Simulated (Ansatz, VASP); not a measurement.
## One calculation of Ga, two programs

File INCAR:

```
  PREC = Accurate
  ENCUT = 600
  EDIFF = 1E-6
  ISMEAR = -1
  SIGMA = 0.05
  LREAL = F
  LASPH = T
  NELM = 80
  ALGO = Fast
  ISIF = 3
  LWAVE = F
  LCHARG = F
  GGA = PE
  IBRION = 2
  NSW = 60
  EDIFFG = -0.01
```

Contents of KPOINTS:

```
regular mesh
0
Gamma
  10 10 8
```

POSCAR

```
Ga
1.0
    1.3830000000     -4.0265000000      0.0000000000
    1.3830000000      4.0265000000      0.0000000000
   -0.1174474948      0.0000000000      3.3299294416
Ga
2
Direct
    0.1310000000      0.8690000000      0.7500000000
    0.8690000000      0.1310000000      0.2500000000
```

Contents of input.yaml:

```yaml
crystal:
  lattice:
    - [1.383, -4.0265, 0.0]
    - [1.383, 4.0265, 0.0]
    - [-0.1174474948, 0.0, 3.3299294416]
  atoms:
    - { symbol: Ga, position: [0.131, 0.869, 0.75] }
    - { symbol: Ga, position: [0.869, 0.131, 0.25] }
hamiltonian:
  xc: pbe
  pseudopotentials: { kind: paw }
kpoints:
  mp_grid: { grid: [10, 10, 8] }
scf:
  occupations: { method: fermi_dirac, width: 0.05 }
output:
  forces: true
  stress: true
  eigenvalues: true
  write_density: true
  write_potential: true
  elf: true
  volumetric_format: npy
relax:
  f_tol: 0.01
  max_steps: 40
  cell: { stress_tol: 0.05 }
```

Alike in both runs: task relaxation of cell and atoms; functional PBE; k mesh 10 × 10 × 8; occupations fermi-dirac, width 0.05 eV; no spin polarisation.

|  | VASP | Ansatz |
| --- | --- | --- |
| version | VASP 6.6.1 | Ansatz 0.2.0 |
| potentials or method | VASP PAW PBE potentials, release 64 (Ga_d) | Ansatz PAW |
| plane-wave cutoff (eV) | 600 | 420 |
| valence electrons in the cell | 26 | 26 |

|  | VASP | Ansatz | Ansatz less VASP |
| --- | --- | --- | --- |
| gap on the k mesh at the Fermi level, each at its own relaxed structure (eV) | none | none | - |
| relaxed volume (Å³/atom) | 19.19 | 19.14 | -0.045 |
| relaxed length of the cell vector where the two differ most in proportion (Å) | 4.353 | 4.349 | -0.0032 |

A gap of «none» marks a metal or a gap that the smearing closes.

Noted on Ansatz's run: the plane-wave basis is chosen anew once the cell has moved, so the energies of steps on either side of that aren't comparable.
